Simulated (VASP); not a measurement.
A run of VASP 6.6.1 is set up as follows.

File INCAR:

```
PREC = Accurate
ENCUT = 520
EDIFF = 1E-7
ISMEAR = 0
SIGMA = 0.15
LREAL = F
LASPH = T
NELM = 100
ALGO = Normal
ISIF = 2
LWAVE = F
LCHARG = F
GGA = PE
NBANDS = 10
```

The input KPOINTS:

```
Automatic mesh
0
Gamma
  10 10 10
```

Contents of POSCAR:

```
Re
1.0
    0.0000000000      2.2193416005      1.5477688322
    2.2193416005      0.0000000000      1.5477688322
    2.2193416005      2.2193416005      0.0000000000
Re
1
Direct
    0.0000000000      0.0000000000      0.0000000000
```

Potentials or basis: VASP PAW PBE potentials, release 64 (Re).

Run with:

```sh
$ cat potpaw_PBE.64/Re/POTCAR > POTCAR
$ mpirun -np 1 vasp_std > vasp.out
```

Task: Predict the pressure.

Result: -4.2 GPa.

Stress tensor (GPa, compression positive):
```
-4.03  0.00  0.00
 0.00 -4.03  0.00
 0.00  0.00 -4.56
```
